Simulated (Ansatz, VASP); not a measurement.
**Two plane-wave programs on NbAl6**

```
Al Nb
1.0
     6.15626    0.00000    0.00000
     0.00000    6.15626    0.00000
     0.00000    0.00000    6.15626
Al Nb
6 1
Direct
  0.80237 0.50000 0.50000
  0.19763 0.50000 0.50000
  0.50000 0.50000 0.80237
  0.50000 0.50000 0.19763
  0.50000 0.19763 0.50000
  0.50000 0.80237 0.50000
  0.00000 0.00000 0.00000
```

Alike in both runs: task single point; functional PBE; k mesh 6 × 6 × 6; occupations gaussian, width 0.1 eV; collinear spin.

```csv
,VASP,Ansatz
version,VASP 6.6.1,Ansatz 0.2.0
potentials or method,"VASP PAW PBE potentials, release 64 (Al, Nb_sv), cutoff 520 eV","scalar-relativistic, plane waves, PAW"
valence electrons in the cell,31,31
```

VASP gave:

```
gap on the k mesh at the Fermi level (eV)                     : none
pressure (GPa)                                                : 0.0
net moment per atom (μB)                                      : 0.50
size of the moment on the site where the two differ most (μB) : 2.70
```

Task: Estimate Ansatz's values.

Result: gap on the k mesh at the Fermi level (eV): none; pressure (GPa): 0.0; net moment per atom (μB): 0.50; size of the moment on the site where the two differ most (μB): 3.73.

Site moments also hang on the region over which each program counts them. A gap of «none» marks a metal or a gap that the smearing closes. Ansatz's warnings: stability check not made.
